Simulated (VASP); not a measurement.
# SnTe (F-43m) in VASP: notebook

SnTe is run at these levels: B3LYP, HF, r2SCAN; tasks: single point.

All numbers are computed with VASP 6.6.1; they aren't measurements. Logs are shortened: lines on timing, memory, paths and dates and some standing lists are left out, and cuts for length are marked.

## (1) The cell of the first run

The structure is cubic, space group F-43m (No. 216). Conventional cell: a = 7.302 Å, b = 7.302 Å, c = 7.302 Å, α = 90.00°, β = 90.00°, γ = 90.00°. Within 4.2 Å of Te (site symmetry -43m) lie 4 Sn at 3.16 Å. Within 4.2 Å of Sn (site symmetry -43m) lie 4 Te at 3.16 Å.

## (2) Single point, B3LYP

File POSCAR:

```
SnTe
1.0
    0.0000000000      3.6510816205      3.6510816205
    3.6510816205      0.0000000000      3.6510816205
    3.6510816205      3.6510816205      0.0000000000
Te Sn
1 1
Direct
    0.2500000000      0.2500000000      0.2500000000
    0.0000000000      0.0000000000      0.0000000000
```

File INCAR.step1:

```
SYSTEM = SnTe
PREC = Accurate
ENCUT = 520
EDIFF = 1E-5
ISMEAR = -1
SIGMA = 0.05
LREAL = .FALSE.
LASPH = .TRUE.
NELM = 60
ALGO = Normal
ISIF = 2
LWAVE = .TRUE.
LCHARG = .FALSE.
NBANDS = 17
GGA = PE
```

File INCAR.step2:

```
SYSTEM = SnTe
PREC = Accurate
ENCUT = 520
EDIFF = 1E-6
ISMEAR = -1
SIGMA = 0.05
LREAL = .FALSE.
LASPH = .TRUE.
NELM = 60
ALGO = Normal
ISIF = 2
LWAVE = .FALSE.
LCHARG = .FALSE.
GGA = B3
LHFCALC = .TRUE.
AEXX = 0.2
AGGAX = 0.72
AGGAC = 0.81
ALDAC = 0.19
PRECFOCK = Normal
NBANDS = 17
ISTART = 1
```

File KPOINTS:

```
regular mesh
0
G
  4 4 4
  0 0 0
```

Potentials or basis: VASP PAW PBE potentials, release 64 (Te, Sn_d).

Run with:

```
$ cat potpaw_PBE.64/Te/POTCAR potpaw_PBE.64/Sn_d/POTCAR > POTCAR
$ cp INCAR.step1 INCAR
$ mpirun -np 1 vasp_std > vasp.out
$ cp INCAR.step2 INCAR
$ mpirun -np 1 vasp_std > vasp.out
```

OUTCAR:

```text
SYSTEM = SnTe
   PREC = Accurate
   ENCUT = 520
   EDIFF = 1E-6
   ISMEAR = -1
   LREAL = .FALSE.
   LASPH = .TRUE.
   NELM = 60
   ISIF = 2
   GGA = B3
   LHFCALC = .TRUE.
   AEXX = 0.2
   PRECFOCK = Normal
   ISTART = 1

 ion  position               nearest neighbor table
   1  0.250  0.250  0.250-   2 3.16   2 3.16   2 3.16   2 3.16
   2  0.000  0.000  0.000-   1 3.16   1 3.16   1 3.16   1 3.16

  LATTYP: Found a face centered cubic cell.
 ALAT       =     7.3021632410

  Lattice vectors:

 A1 = (   0.0000000000,   3.6510816205,   3.6510816205)
 A2 = (   3.6510816205,   0.0000000000,   3.6510816205)
 A3 = (   3.6510816205,   3.6510816205,   0.0000000000)

Analysis of symmetry for initial positions (statically):
=====================================================================
 Subroutine PRICEL returns:
 Original cell was already a primitive cell.

 Routine SETGRP: Setting up the symmetry group for a
 face centered cubic supercell.

 Subroutine GETGRP returns: Found 24 space group operations
 (whereof 24 operations were pure point group operations)
 out of a pool of 48 trial point group operations.

The static configuration has the point symmetry T_d .

Analysis of symmetry for dynamics (positions and initial velocities):
=====================================================================
 Subroutine PRICEL returns:
 Original cell was already a primitive cell.

 Routine SETGRP: Setting up the symmetry group for a
 face centered cubic supercell.

 Subroutine GETGRP returns: Found 24 space group operations
 (whereof 24 operations were pure point group operations)
 out of a pool of 48 trial point group operations.

The dynamic configuration has the point symmetry T_d .

 Subroutine INISYM returns: Found 24 space group operations
 (whereof 24 operations are pure point group operations),
 and found     1 'primitive' translations

----------------------------------------------------------------------------------------

                                     Primitive cell

  volume of cell :      97.3407

  direct lattice vectors                    reciprocal lattice vectors
     0.000000000  3.651081620  3.651081620    -0.136945720  0.136945720  0.136945720
     3.651081620  0.000000000  3.651081620     0.136945720 -0.136945720  0.136945720
     3.651081620  3.651081620  0.000000000     0.136945720  0.136945720 -0.136945720

  length of vectors
     5.163409145  5.163409145  5.163409145     0.237196944  0.237196944  0.237196944

  position of ions in fractional coordinates (direct lattice)
     0.250000000  0.250000000  0.250000000
     0.000000000  0.000000000  0.000000000

  ion indices of the primitive-cell ions
   primitive index   ion index
                 1           1
                 2           2

----------------------------------------------------------------------------------------

 KPOINTS: regular mesh

Automatic generation of k-mesh.
 Grid dimensions read from file:
 generate k-points for:    4    4    4

 Generating k-lattice:

  Cartesian coordinates                     Fractional coordinates (reciprocal lattice)
    -0.034236430  0.034236430  0.034236430     0.250000000  0.000000000  0.000000000
     0.034236430 -0.034236430  0.034236430     0.000000000  0.250000000  0.000000000
     0.034236430  0.034236430 -0.034236430     0.000000000  0.000000000  0.250000000

  Length of vectors
     0.059299236  0.059299236  0.059299236

  Shift w.r.t. Gamma in fractional coordinates (k-lattice)
     0.000000000  0.000000000  0.000000000

 Subroutine IBZKPT returns following result:
 ===========================================

 Found      8 irreducible k-points:

 Following reciprocal coordinates:
            Coordinates               Weight
  0.000000  0.000000  0.000000      1.000000
  0.250000  0.000000  0.000000      8.000000
  0.500000  0.000000  0.000000      4.000000
  0.250000  0.250000  0.000000      6.000000
  0.500000  0.250000  0.000000     24.000000
 -0.250000  0.250000  0.000000     12.000000
  0.500000  0.500000  0.000000      3.000000
 -0.250000  0.500000  0.250000      6.000000
   k-points           NKPTS =      8   k-points in BZ     NKDIM =     64   number of bands    NBANDS=     17
   number of dos      NEDOS =    301   number of ions     NIONS =      2
   total plane-waves  NPLWV =  64000
   dimension x,y,z NGX =    40 NGY =   40 NGZ =   40
   dimension x,y,z NGXF=    80 NGYF=   80 NGZF=   80
   ions per type =               1   1
   NGX,Y,Z   is equivalent  to a cutoff of  12.88, 12.88, 12.88 a.u.
   NGXF,Y,Z  is equivalent  to a cutoff of  25.76, 25.76, 25.76 a.u.
 SYSTEM =  SnTe
   PREC   = accura    normal or accurate (medium, high low for compatibility)
   ISTART =      1    job   : 0-new  1-cont  2-samecut
   ICHARG =      0    charge: 1-file 2-atom 10-const
   ISPIN  =      1    spin polarized calculation?
   LNONCOLLINEAR =      F non collinear calculations
   LSORBIT =      F    spin-orbit coupling
   LASPH  =      T    aspherical Exc in radial PAW
   ENCUT  =  520.0 eV  38.22 Ry    6.18 a.u.   9.60  9.60  9.60*2*pi/ulx,y,z
   NELM   =     60;   NELMIN=  2; NELMDL=  0     # of ELM steps
   EDIFF  = 0.1E-05   stopping-criterion for ELM
   LREAL  =      F    real-space projection
   EDIFFG = 0.1E-04   stopping-criterion for IOM
   NSW    =      0    number of steps for IOM
   IBRION =     -1    ionic relax: 0-MD 1-quasi-New 2-CG
   NFREE  =      0    steps in history (QN), initial steepest desc. (CG)
   ISIF   =      2    stress and relaxation
   ISYM   =      3    0-nonsym 1-usesym 2-fastsym
   POTIM  = 0.5000    time-step for ionic-motion
   TEBEG  =    0.0;   TEEND  =   0.0 temperature during run
   PSTRESS=    0.0 pullay stress
   NELECT =      20.0000    total number of electrons
   NUPDOWN=      -1.0000    fix difference up-down
   EMIN   =  10.00;   EMAX   =-10.00  energy-range for DOS
   EFERMI =   0.00;   METHOD = LEGACY
   ISMEAR =    -1;   SIGMA  =   0.05  broadening in eV -4-tet -1-fermi 0-gaus
   EFERMI_NEDOS =   21; number of points for ismear=-14 and -15
   IALGO  =     38    algorithm
   IMIX   =      1    mixing-type and parameters
     AMIX     =   0.40;   BMIX     =  1.00
     AMIX_MAG =   1.60;   BMIX_MAG =  1.00
  volume/ion in A,a.u.               =      48.67       328.44
  Fermi-wavevector in a.u.,A,eV,Ry     =   0.966021  1.825515 12.696913  0.933197
  Thomas-Fermi vector in A             =   2.095787
   LORBIT       =      0    0 simple, 1 ext, 2 COOP (PROOUT), +10 PAW based schemes
   GGA     = B3    functional components
   LHFCALC =     T    Hartree Fock is set to
   PRECFOCK=normal    Normal, Fast or Accurate (Low or Medium for compatibility)
   ENCUT4O =  -1.0   cutoff for four orbital integrals eV
   NKREDX  =     1    reduce k-point grid by
   NKREDY  =     1    reduce k-point grid by
   NKREDZ  =     1    reduce k-point grid by
   AEXX    =    0.2000 exact exchange contribution
   HFSCREEN=    0.0000 screening length (either q_TF or 0.3 A-1)
   HFSCREENC=   0.0000 screening length for correlation (either q_TF or 0.3 A-1)
   ENCUTFOCK=  -1.0 apply spherical cutoff to Coloumb kernel
   IVDW    =     0    specifies the selected vdW correction
   LEPSILON=     F    determine dielectric tensor
   LRPA    =     F    only Hartree local field effects (RPA)
 non-spin polarized calculation
  energy-cutoff  :      520.00
  volume of cell :       97.34
 maximum number of plane-waves:      2685
 NGX is ok and might be reduce to    40
  NGX = 30; NGY = 30; NGZ = 30

 number of electron      19.9999993 magnetization

 Free energy of the ion-electron system (eV)
  ---------------------------------------------------
  ext. energy  EPLUGINS =         0.00000000
  ---------------------------------------------------
  free energy    TOTEN  =        -8.13715091 eV

  energy without entropy =       -8.13714036  energy(sigma->0) =       -8.13714564

 E-fermi :   3.1163     XC(G=0):  -5.8464

 val. band max:        2.6244209975   @ k =  -0.2500   0.5000   0.2500
 cond. band min:       3.5742855787   @ k =   0.5000   0.5000   0.0000
 fundamental gap:      0.9498645812
 Fermi energy:         3.1163080158

 k-point     1 :       0.0000    0.0000    0.0000
  band No.  band energies     occupation
      1     -21.0712      2.00000
      2     -21.0712      2.00000
      3     -21.0712      2.00000
      4     -21.0598      2.00000
      5     -21.0598      2.00000
      6      -9.7617      2.00000
[... 9 lines left out ...]
     16      10.2245      0.00000
     17      11.3470      0.00000

 k-point     2 :       0.2500    0.0000    0.0000
  band No.  band energies     occupation
      1     -21.0714      2.00000
      2     -21.0704      2.00000
      3     -21.0704      2.00000
      4     -21.0598      2.00000
      5     -21.0598      2.00000
      6      -9.5104      2.00000
[... 9 lines left out ...]
     16       9.6266      0.00000
     17      10.8924      0.00000

 k-point     3 :       0.5000    0.0000    0.0000
  band No.  band energies     occupation
      1     -21.0717      2.00000
      2     -21.0697      2.00000
      3     -21.0697      2.00000
      4     -21.0598      2.00000
      5     -21.0598      2.00000
      6      -9.1988      2.00000
[... 9 lines left out ...]
     16      10.6605      0.00000
     17      10.6605      0.00000

 k-point     4 :       0.2500    0.2500    0.0000
  band No.  band energies     occupation
      1     -21.0724      2.00000
      2     -21.0697      2.00000
      3     -21.0697      2.00000
      4     -21.0603      2.00000
      5     -21.0595      2.00000
      6      -9.4205      2.00000
[... 9 lines left out ...]
     16      10.8560      0.00000
     17      12.6141      0.00000

 k-point     5 :       0.5000    0.2500    0.0000
  band No.  band energies     occupation
      1     -21.0725      2.00000
      2     -21.0691      2.00000
      3     -21.0690      2.00000
      4     -21.0603      2.00000
      5     -21.0595      2.00000
      6      -9.0922      2.00000
[... 9 lines left out ...]
     16      10.9331      0.00000
     17      11.7847      0.00000

 k-point     6 :      -0.2500    0.2500    0.0000
  band No.  band energies     occupation
      1     -21.0719      2.00000
      2     -21.0697      2.00000
      3     -21.0695      2.00000
      4     -21.0599      2.00000
      5     -21.0599      2.00000
      6      -9.2080      2.00000
[... 9 lines left out ...]
     16      10.5430      0.00000
     17      11.8198      0.00000

 k-point     7 :       0.5000    0.5000    0.0000
  band No.  band energies     occupation
      1     -21.0736      2.00000
      2     -21.0682      2.00000
      3     -21.0682      2.00000
      4     -21.0607      2.00000
      5     -21.0592      2.00000
      6      -8.9693      2.00000
[... 9 lines left out ...]
     16      11.9758      0.00000
     17      11.9758      0.00000

 k-point     8 :      -0.2500    0.5000    0.2500
  band No.  band energies     occupation
      1     -21.0726      2.00000
      2     -21.0693      2.00000
      3     -21.0683      2.00000
      4     -21.0603      2.00000
      5     -21.0596      2.00000
      6      -8.9663      2.00000
[... 9 lines left out ...]
     16      11.6388      0.00000
     17      11.6656      0.00000

------------------------ aborting loop because EDIFF is reached ----------------------------------------

  FORCE on cell =-STRESS in cart. coord.  units (eV):
  Direction    XX          YY          ZZ          XY          YZ          ZX
  --------------------------------------------------------------------------------------
  -------------------------------------------------------------------------------------
  Total       -0.0466191     -0.0466191     -0.0466191      0.0000000      0.0000000      0.0000000
  in kB       -0.7673263     -0.7673263     -0.7673263      0.0000000      0.0000000      0.0000000
  external PRESSURE =      -0.7673263 kB  Pullay stress =       0.0000000 kB

 VOLUME and BASIS-vectors are now :
 -----------------------------------------------------------------------------
  energy-cutoff  :      520.00
  volume of cell :       97.34
      direct lattice vectors                 reciprocal lattice vectors
     0.000000000  3.651081620  3.651081620    -0.136945720  0.136945720  0.136945720
     3.651081620  0.000000000  3.651081620     0.136945720 -0.136945720  0.136945720
     3.651081620  3.651081620  0.000000000     0.136945720  0.136945720 -0.136945720

 POSITION                                       TOTAL-FORCE (eV/Angst)
 -----------------------------------------------------------------------------------
      1.82554      1.82554      1.82554        -0.000000     -0.000000      0.000000
      0.00000      0.00000      0.00000         0.000000      0.000000     -0.000000
 -----------------------------------------------------------------------------------
    total drift:                                0.000006      0.000022      0.000006

  FREE ENERGIE OF THE ION-ELECTRON SYSTEM (eV)
  ---------------------------------------------------
  free  energy   TOTEN  =        -8.1371509112 eV

  energy  without entropy=       -8.1371403639  energy(sigma->0) =       -8.13714564
```

It took 22 min on 1 thread of Intel Xeon Platinum 8259CL at 2.50GHz (Skylake/Cascade Lake), shared host; peak memory 0.27 GiB.

What came out:

```yaml
Free_energy: -8.1372 eV
Pressure: -0.1 GPa
Band_gap_on_the_k_mesh: 0.95 eV (least direct gap 1.65 eV)
```

Levels at points of the mesh, in eV from the valence-band top:
```csv
k point,band 7,band 8,band 9,band 10,band 11,band 12,band 13,band 14
"(0.00, 0.00, 0.00)",-5.78,-2.05,-2.05,-2.05,1.87,1.87,1.87,5.11
"(0.50, 0.00, 0.00)",-7.63,-2.61,-2.61,-2.15,2.71,2.71,4.24,6.72
"(0.50, 0.50, 0.00)",-8.02,-3.30,-3.30,-0.70,0.95,4.79,4.79,6.47
```

Caveat: the PAW data sets were made with another functional, which shifts forces and pressure a little; spin-orbit coupling is left out, which moves the levels of the heavy elements.

## (3) Single point, HF

This run uses another cell than the first one, of 51.60 Å³/atom.

File POSCAR:

```
SnTe
1.0
    0.0000000000      3.7230048569      3.7230048569
    3.7230048569      0.0000000000      3.7230048569
    3.7230048569      3.7230048569      0.0000000000
Te Sn
1 1
Direct
    0.2500000000      0.2500000000      0.2500000000
    0.0000000000      0.0000000000      0.0000000000
```

File INCAR.step1:

```
ALGO     = Normal         # electronic algorithm
EDIFF    = 1E-5           # SCF threshold, eV
ENCUT    = 520            # plane-wave cutoff, eV
GGA      = PE             # functional
ISIF     = 2              # what is computed and relaxed
ISMEAR   = -1             # smearing method
LASPH    = T              # aspherical terms in the spheres
LREAL    = F              # projectors in reciprocal space
LWAVE    = T              # write WAVECAR
NBANDS   = 17             # bands
NELM     = 100            # most SCF steps
PREC     = Accurate       # precision mode
SIGMA    = 0.05           # smearing width, eV
```

File INCAR.step2:

```
AEXX     = 1.0            # exact-exchange fraction
AGGAC    = 0.0          
ALDAC    = 0.0          
ALGO     = Normal         # electronic algorithm
EDIFF    = 1E-7           # SCF threshold, eV
ENCUT    = 520            # plane-wave cutoff, eV
GGA      = PE             # functional
ISIF     = 2              # what is computed and relaxed
ISMEAR   = -1             # smearing method
ISTART   = 1            
LASPH    = T              # aspherical terms in the spheres
LCHARG   = T              # write CHGCAR
LELF     = T              # ELF
LHFCALC  = T              # exact exchange
LREAL    = F              # projectors in reciprocal space
LVHAR    = T            
LWAVE    = F              # write WAVECAR
NBANDS   = 17             # bands
NELM     = 100            # most SCF steps
PREC     = Accurate       # precision mode
PRECFOCK = Normal       
SIGMA    = 0.05           # smearing width, eV
```

File KPOINTS:

```
k-points
0
Gamma
  4 4 4
```

Potentials or basis: VASP PAW PBE potentials, release 64 (Te, Sn_d).

Run with:

```
$ cat potpaw_PBE.64/Te/POTCAR potpaw_PBE.64/Sn_d/POTCAR > POTCAR
$ cp INCAR.step1 INCAR
$ mpirun -np 1 vasp_std > vasp.out
$ cp INCAR.step2 INCAR
$ mpirun -np 1 vasp_std > vasp.out
```

Run time: 48 min. Hardware: 1 thread of Intel Xeon Platinum 8259CL at 2.50GHz (Skylake/Cascade Lake), shared host; peak memory 0.25 GiB.

Results (log left out):

```
Free energy            : -17.1874 eV
Pressure               : -1.3 GPa
Band gap on the k mesh : 4.55 eV (least direct gap 5.34 eV)
```

Levels at points of the mesh, in eV from the valence-band top:
```tsv
k point	band 6	band 7	band 8	band 9	band 10	band 11	band 12	band 13	band 14	band 15
(0.00, 0.00, 0.00)	-15.42	-6.97	-2.80	-2.80	-2.80	5.89	5.89	5.89	8.55	12.12
(0.50, 0.00, 0.00)	-14.69	-9.50	-3.42	-3.42	-2.41	6.79	6.79	8.13	10.27	11.44
(0.50, 0.50, 0.00)	-14.39	-9.99	-4.21	-4.21	-0.78	4.55	9.30	9.30	10.46	10.88
```

Caveat: the PAW data sets were made with another functional, which shifts forces and pressure a little; spin-orbit coupling is left out, which moves the levels of the heavy elements. A k mesh can miss the band edges.

(Continued in part 2 of 2.)
